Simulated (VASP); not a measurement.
# BaV3 (Pm-3m) in VASP: notebook

The runs below take BaV3 through single point, relaxation of cell and atoms, with PBE.

Everything below comes from runs of VASP 6.6.1. Logs are shortened: lines on timing, memory, paths and dates and some standing lists are left out, and cuts for length are marked.

### Step 1. The cell of the first run

The structure is cubic, space group Pm-3m (No. 221). The conventional cell has a = 4.172 Å, b = 4.172 Å, c = 4.172 Å, α = 90.00°, β = 90.00°, γ = 90.00°. Within 3.9 Å of Ba (site symmetry m-3m) lie 12 V at 2.95 Å. V (site symmetry 4/mmm) has 4 Ba at 2.95 Å and 8 V at 2.95 Å within 3.9 Å.

### Step 2. Single point, PBE

The input, INCAR:

```
SYSTEM = BaV3
ALGO     = Fast           ! electronic algorithm
EDIFF    = 1E-7           ! SCF threshold, eV
ENCUT    = 520            ! plane-wave cutoff, eV
GGA      = PE             ! functional
ISIF     = 2              ! what is computed and relaxed
ISMEAR   = 0              ! smearing method
LASPH    = .True.         ! aspherical terms in the spheres
LCHARG   = .False.        ! write CHGCAR
LREAL    = .False.        ! projectors in reciprocal space
LWAVE    = .False.        ! write WAVECAR
NBANDS   = 32             ! bands
NELM     = 80             ! most SCF steps
PREC     = Accurate       ! precision mode
SIGMA    = 0.1            ! smearing width, eV
```

The input, KPOINTS:

```
k-points
0
Gamma
  12 12 12
  0 0 0
```

The input, POSCAR:

```
BaV3
1.0
    4.1724740915      0.0000000000      0.0000000000
    0.0000000000      4.1724740915      0.0000000000
    0.0000000000      0.0000000000      4.1724740915
Ba V
1 3
Direct
    0.0000000000      0.0000000000      0.0000000000
    0.0000000000      0.5000000000      0.5000000000
    0.5000000000      0.0000000000      0.5000000000
    0.5000000000      0.5000000000      0.0000000000
```

Potentials or basis: VASP PAW PBE potentials, release 64 (Ba_sv, V_sv).

Launch:

```console
$ cat potpaw_PBE.64/Ba_sv/POTCAR potpaw_PBE.64/V_sv/POTCAR > POTCAR
$ mpirun -np 1 vasp_std > vasp.out
```

OUTCAR:

```text
SYSTEM = BaV3
   EDIFF = 1E-7
   ENCUT = 520
   GGA = PE
   ISIF = 2
   ISMEAR = 0
   LASPH = .True.
   LREAL = .False.
   NELM = 80
   PREC = Accurate

 ion  position               nearest neighbor table
   1  0.000  0.000  0.000-   2 2.95   3 2.95   4 2.95   2 2.95   3 2.95   2 2.95   4 2.95   2 2.95
                             3 2.95   4 2.95   3 2.95   4 2.95
   2  0.000  0.500  0.500-   1 2.95   1 2.95   1 2.95   1 2.95
   3  0.500  0.000  0.500-   1 2.95   1 2.95   1 2.95   1 2.95
   4  0.500  0.500  0.000-   1 2.95   1 2.95   1 2.95   1 2.95

  LATTYP: Found a simple cubic cell.
 ALAT       =     4.1724740915

  Lattice vectors:

 A1 = (   4.1724740915,   0.0000000000,   0.0000000000)
 A2 = (   0.0000000000,   4.1724740915,   0.0000000000)
 A3 = (   0.0000000000,   0.0000000000,   4.1724740915)

Analysis of symmetry for initial positions (statically):
=====================================================================
 Subroutine PRICEL returns:
 Original cell was already a primitive cell.

 Routine SETGRP: Setting up the symmetry group for a
 simple cubic supercell.

 Subroutine GETGRP returns: Found 48 space group operations
 (whereof 48 operations were pure point group operations)
 out of a pool of 48 trial point group operations.

The static configuration has the point symmetry O_h .

Analysis of symmetry for dynamics (positions and initial velocities):
=====================================================================
 Subroutine PRICEL returns:
 Original cell was already a primitive cell.

 Routine SETGRP: Setting up the symmetry group for a
 simple cubic supercell.

 Subroutine GETGRP returns: Found 48 space group operations
 (whereof 48 operations were pure point group operations)
 out of a pool of 48 trial point group operations.

The dynamic configuration has the point symmetry O_h .

 Subroutine INISYM returns: Found 48 space group operations
 (whereof 48 operations are pure point group operations),
 and found     1 'primitive' translations

----------------------------------------------------------------------------------------

                                     Primitive cell

  volume of cell :      72.6409

  direct lattice vectors                    reciprocal lattice vectors
     4.172474091  0.000000000  0.000000000     0.239665958  0.000000000  0.000000000
     0.000000000  4.172474091  0.000000000     0.000000000  0.239665958  0.000000000
     0.000000000  0.000000000  4.172474091     0.000000000  0.000000000  0.239665958

  length of vectors
     4.172474091  4.172474091  4.172474091     0.239665958  0.239665958  0.239665958

  position of ions in fractional coordinates (direct lattice)
     0.000000000  0.000000000  0.000000000
     0.000000000  0.500000000  0.500000000
     0.500000000  0.000000000  0.500000000
     0.500000000  0.500000000  0.000000000

  ion indices of the primitive-cell ions
   primitive index   ion index
                 1           1
                 2           2
                 3           3
                 4           4

----------------------------------------------------------------------------------------

 KPOINTS: k-points

Automatic generation of k-mesh.
 Grid dimensions read from file:
 generate k-points for:   12   12   12

 Generating k-lattice:

  Cartesian coordinates                     Fractional coordinates (reciprocal lattice)
     0.019972163  0.000000000  0.000000000     0.083333333  0.000000000  0.000000000
     0.000000000  0.019972163  0.000000000     0.000000000  0.083333333  0.000000000
     0.000000000  0.000000000  0.019972163     0.000000000  0.000000000  0.083333333

  Length of vectors
     0.019972163  0.019972163  0.019972163

  Shift w.r.t. Gamma in fractional coordinates (k-lattice)
     0.000000000  0.000000000  0.000000000

 Subroutine IBZKPT returns following result:
 ===========================================

 Found     84 irreducible k-points:

 Following reciprocal coordinates:
            Coordinates               Weight
  0.000000  0.000000  0.000000      1.000000
  0.083333  0.000000  0.000000      6.000000
  0.166667  0.000000  0.000000      6.000000
  0.250000  0.000000  0.000000      6.000000
  0.333333  0.000000  0.000000      6.000000
  0.416667  0.000000  0.000000      6.000000
[... 16 lines left out ...]
  0.333333  0.333333  0.000000     12.000000
  0.416667  0.333333  0.000000     24.000000
 [... further k-points ...]
   k-points           NKPTS =     84   k-points in BZ     NKDIM =     84   number of bands    NBANDS=     32
   number of dos      NEDOS =    301   number of ions     NIONS =      4
   total plane-waves  NPLWV =  32768
   dimension x,y,z NGX =    32 NGY =   32 NGZ =   32
   dimension x,y,z NGXF=    64 NGYF=   64 NGZF=   64
   ions per type =               1   3
   NGX,Y,Z   is equivalent  to a cutoff of  12.75, 12.75, 12.75 a.u.
   NGXF,Y,Z  is equivalent  to a cutoff of  25.50, 25.50, 25.50 a.u.
 SYSTEM =  BaV3
   PREC   = accura    normal or accurate (medium, high low for compatibility)
   ISTART =      0    job   : 0-new  1-cont  2-samecut
   ICHARG =      2    charge: 1-file 2-atom 10-const
   ISPIN  =      1    spin polarized calculation?
   LNONCOLLINEAR =      F non collinear calculations
   LSORBIT =      F    spin-orbit coupling
   LASPH  =      T    aspherical Exc in radial PAW
   ENCUT  =  520.0 eV  38.22 Ry    6.18 a.u.   7.76  7.76  7.76*2*pi/ulx,y,z
   NELM   =     80;   NELMIN=  2; NELMDL= -5     # of ELM steps
   EDIFF  = 0.1E-06   stopping-criterion for ELM
   LREAL  =      F    real-space projection
   EDIFFG = 0.1E-05   stopping-criterion for IOM
   NSW    =      0    number of steps for IOM
   IBRION =     -1    ionic relax: 0-MD 1-quasi-New 2-CG
   NFREE  =      0    steps in history (QN), initial steepest desc. (CG)
   ISIF   =      2    stress and relaxation
   ISYM   =      2    0-nonsym 1-usesym 2-fastsym
   POTIM  = 0.5000    time-step for ionic-motion
   TEBEG  =    0.0;   TEEND  =   0.0 temperature during run
   PSTRESS=    0.0 pullay stress
   NELECT =      49.0000    total number of electrons
   NUPDOWN=      -1.0000    fix difference up-down
   EMIN   =  10.00;   EMAX   =-10.00  energy-range for DOS
   EFERMI =   0.00;   METHOD = LEGACY
   ISMEAR =     0;   SIGMA  =   0.10  broadening in eV -4-tet -1-fermi 0-gaus
   EFERMI_NEDOS =   21; number of points for ismear=-14 and -15
   IALGO  =     68    algorithm
   IMIX   =      4    mixing-type and parameters
     AMIX     =   0.40;   BMIX     =  1.00
     AMIX_MAG =   1.60;   BMIX_MAG =  1.00
  volume/ion in A,a.u.               =      18.16       122.55
  Fermi-wavevector in a.u.,A,eV,Ry     =   1.435753  2.713181 28.046887  2.061388
  Thomas-Fermi vector in A             =   2.555017
   LORBIT       =      0    0 simple, 1 ext, 2 COOP (PROOUT), +10 PAW based schemes
   GGA     = PE    functional components
   LHFCALC =     F    Hartree Fock is set to
   AEXX    =    0.0000 exact exchange contribution
   IVDW    =     0    specifies the selected vdW correction
   LEPSILON=     F    determine dielectric tensor
   LRPA    =     F    only Hartree local field effects (RPA)
 non-spin polarized calculation
 RMM-DIIS sequential band-by-band and
 Gauss-broadening in eV      SIGMA  =   0.10
  energy-cutoff  :      520.00
  volume of cell :       72.64
 maximum number of plane-waves:      1980
 NGX is ok and might be reduce to    32
   NGX = 15   NGY = 15   NGZ = 15

 number of electron      49.0000036 magnetization

 Free energy of the ion-electron system (eV)
  ---------------------------------------------------
  ext. energy  EPLUGINS =         0.00000000
  ---------------------------------------------------
  free energy    TOTEN  =       -22.93787387 eV

  energy without entropy =      -22.89671870  energy(sigma->0) =      -22.91729629

 E-fermi :   7.4979     XC(G=0): -11.6908

 val. band max:        7.4886481026   @ k =   0.4167   0.0833   0.0833
 cond. band min:       7.5076743134   @ k =   0.4167   0.2500   0.1667
 fundamental gap:      0.0190262108
 Fermi energy:         7.4979257980

 k-point     1 :       0.0000    0.0000    0.0000
  band No.  band energies     occupation
      1     -56.8620      2.00000
      2     -56.8065      2.00000
      3     -56.8065      2.00000
      4     -30.8083      2.00000
      5     -30.8083      2.00000
      6     -30.8083      2.00000
[... 24 lines left out ...]
     31      11.4001      0.00000
     32      11.4005      0.00000

 k-point     2 :       0.0833    0.0000    0.0000
  band No.  band energies     occupation
      1     -56.8611      2.00000
      2     -56.8074      2.00000
      3     -56.8065      2.00000
      4     -30.8060      2.00000
      5     -30.8060      2.00000
      6     -30.8053      2.00000
[... 24 lines left out ...]
     31      10.9198      0.00000
     32      11.4268      0.00000

 k-point     3 :       0.1667    0.0000    0.0000
  band No.  band energies     occupation
      1     -56.8587      2.00000
      2     -56.8098      2.00000
      3     -56.8065      2.00000
      4     -30.7993      2.00000
      5     -30.7993      2.00000
      6     -30.7964      2.00000
[... 24 lines left out ...]
     31       9.1357      0.00000
     32      10.1236      0.00000

 k-point     4 :       0.2500    0.0000    0.0000
  band No.  band energies     occupation
      1     -56.8548      2.00000
      2     -56.8135      2.00000
      3     -56.8065      2.00000
      4     -30.7891      2.00000
      5     -30.7891      2.00000
      6     -30.7826      2.00000
[... 24 lines left out ...]
     31       8.9873      0.00000
     32       9.3467      0.00000

 k-point     5 :       0.3333    0.0000    0.0000
  band No.  band energies     occupation
      1     -56.8501      2.00000
      2     -56.8182      2.00000
      3     -56.8064      2.00000
      4     -30.7772      2.00000
      5     -30.7772      2.00000
      6     -30.7658      2.00000
[... 584 lines left out ...]
     31       8.4991      0.00000
     32       8.6942      0.00000

 k-point    22 :       0.5000    0.2500    0.0000
  band No.  band energies     occupation
      1     -56.8378      2.00000
      2     -56.8249      2.00000
      3     -56.8117      2.00000
      4     -30.7951      2.00000
      5     -30.7540      2.00000
      6     -30.7409      2.00000
[... 24 lines left out ...]
     31       8.4841      0.00000
     32       8.6407      0.00000

 k-point    23 :       0.3333    0.3333    0.0000
  band No.  band energies     occupation
      1     -56.8404      2.00000
      2     -56.8202      2.00000
      3     -56.8139      2.00000
      4     -30.8074      2.00000
      5     -30.7453      2.00000
      6     -30.7424      2.00000
[... 24 lines left out ...]
     31       8.4311      0.00000
     32       8.7492      0.00000

 k-point    24 :       0.4167    0.3333    0.0000
  band No.  band energies     occupation
      1     -56.8363      2.00000
      2     -56.8229      2.00000
      3     -56.8152      2.00000
      4     -30.8106      2.00000
      5     -30.7459      2.00000
      6     -30.7336      2.00000
[... 24 lines left out ...]
     31       8.3927      0.00000
     32       8.5785      0.00000

 [... further k-points ...]

------------------------ aborting loop because EDIFF is reached ----------------------------------------

  FORCE on cell =-STRESS in cart. coord.  units (eV):
  Direction    XX          YY          ZZ          XY          YZ          ZX
  --------------------------------------------------------------------------------------
  -------------------------------------------------------------------------------------
  Total        1.1034152      1.1034152      1.1034152     -0.0000000     -0.0000000     -0.0000000
  in kB       24.3370869     24.3370869     24.3370869     -0.0000000     -0.0000000     -0.0000000
  external PRESSURE =      24.3370869 kB  Pullay stress =       0.0000000 kB

 VOLUME and BASIS-vectors are now :
 -----------------------------------------------------------------------------
  energy-cutoff  :      520.00
  volume of cell :       72.64
      direct lattice vectors                 reciprocal lattice vectors
     4.172474091  0.000000000  0.000000000     0.239665958  0.000000000  0.000000000
     0.000000000  4.172474091  0.000000000     0.000000000  0.239665958  0.000000000
     0.000000000  0.000000000  4.172474091     0.000000000  0.000000000  0.239665958

 POSITION                                       TOTAL-FORCE (eV/Angst)
 -----------------------------------------------------------------------------------
      0.00000      0.00000      0.00000         0.000000      0.000000      0.000000
      0.00000      2.08624      2.08624         0.000000      0.000000      0.000000
      2.08624      0.00000      2.08624         0.000000      0.000000      0.000000
      2.08624      2.08624      0.00000         0.000000      0.000000      0.000000
 -----------------------------------------------------------------------------------
    total drift:                                0.000000     -0.000000     -0.000000

  FREE ENERGIE OF THE ION-ELECTRON SYSTEM (eV)
  ---------------------------------------------------
  free  energy   TOTEN  =       -22.9378738714 eV

  energy  without entropy=      -22.8967187034  energy(sigma->0) =      -22.91729629
```

Run time: 87 s. Hardware: 1 thread of Intel Xeon 6975P-C (Granite Rapids), shared host; peak memory 0.29 GiB.

Results:

- Free energy: -22.9379 eV
- Pressure: 2.4 GPa
- Band gap on the k mesh: zero (an odd number of electrons rules out a gap without spin polarisation)

Caveat: spin-orbit coupling is left out, which moves the levels of the heavy elements.

### Step 3. Relaxation of cell and atoms, PBE

This run uses another cell than the first one, of 18.66 Å³/atom.

The input, INCAR:

```
SYSTEM = BaV3
PREC     = Accurate       ! precision mode
ENCUT    = 600            ! plane-wave cutoff, eV
EDIFF    = 1E-7           ! SCF threshold, eV
ISMEAR   = 0              ! smearing method
SIGMA    = 0.1            ! smearing width, eV
LREAL    = .False.        ! projectors in reciprocal space
LASPH    = .True.         ! aspherical terms in the spheres
NELM     = 80             ! most SCF steps
ALGO     = Fast           ! electronic algorithm
ISIF     = 3              ! what is computed and relaxed
LWAVE    = .False.        ! write WAVECAR
LCHARG   = .False.        ! write CHGCAR
GGA      = PE             ! functional
IBRION   = 2              ! ionic algorithm
NSW      = 100            ! ionic steps
EDIFFG   = -0.01          ! ionic threshold
```

The input, KPOINTS:

```
Automatic mesh
0
Gamma
  12 12 12
  0 0 0
```

The input, POSCAR:

```
BaV3
1.0
    4.2102153564      0.0000000000      0.0000000000
    0.0000000000      4.2102153564      0.0000000000
    0.0000000000      0.0000000000      4.2102153564
Ba V
1 3
Direct
    0.0000000000      0.0000000000      0.0000000000
    0.0000000000      0.5000000000      0.5000000000
    0.5000000000      0.0000000000      0.5000000000
    0.5000000000      0.5000000000      0.0000000000
```

Potentials or basis: VASP PAW PBE potentials, release 64 (Ba_sv, V_sv).

Launch:

```console
$ cat potpaw_PBE.64/Ba_sv/POTCAR potpaw_PBE.64/V_sv/POTCAR > POTCAR
$ mpirun -np 1 vasp_std > vasp.out
```

Wall time 7.4 min (1 thread of Intel Xeon 6975P-C (Granite Rapids), shared host); peak memory 0.36 GiB.

The run converged. Its results:

```
Free energy                           : -22.9548 eV
Relaxed volume                        : 18.72 Å³/atom
Relaxed cell                          : a = 4.215 Å, b = 4.215 Å, c = 4.215 Å, α = 90.00°, β = 90.00°, γ = 90.00°
Space group after relaxing (to 0.1 Å) : Pm-3m (No. 221)
Energy gained by relaxing             : 0.0 meV/atom
Ionic steps                           : 3
Pressure after relaxing               : 0.0 GPa
Band gap on the k mesh                : zero (an odd number of electrons rules out a gap without spin polarisation)
```

The path:
| step | energy change (eV) | largest force (eV/Å) | pressure (GPa) | volume (Å³) |
| --- | --- | --- | --- | --- |
| 1 | 0.0000 | 0.0000 | 0.26 | 74.63 |
| 2 | -0.0002 | 0.0000 | -0.17 | 74.95 |
| 3 | -0.0002 | 0.0000 | 0.02 | 74.87 |

Final structure:
```
Ba V
1.0
     4.21468    0.00000    0.00000
     0.00000    4.21468    0.00000
     0.00000    0.00000    4.21468
Ba V
1 3
Cartesian
  0.0000 0.0000 0.0000
  0.0000 2.1073 2.1073
  2.1073 0.0000 2.1073
  2.1073 2.1073 0.0000
```

Levels at points of the mesh, in eV from the Fermi level:
| k point | band 22 | band 23 | band 24 | band 25 | band 26 | band 27 |
| --- | --- | --- | --- | --- | --- | --- |
| (0.00, 0.00, 0.00) | -2.14 | -1.93 | 0.10 | 0.10 | 0.10 | 1.30 |
| (0.50, 0.00, 0.00) | -0.92 | -0.91 | -0.91 | -0.24 | -0.24 | 0.53 |
| (0.50, 0.50, 0.00) | -0.83 | -0.60 | -0.40 | -0.23 | -0.14 | -0.14 |
| (0.50, 0.50, 0.50) | -0.37 | -0.37 | -0.25 | 0.14 | 0.14 | 0.14 |

Caveat: spin-orbit coupling is left out, which moves the levels of the heavy elements.
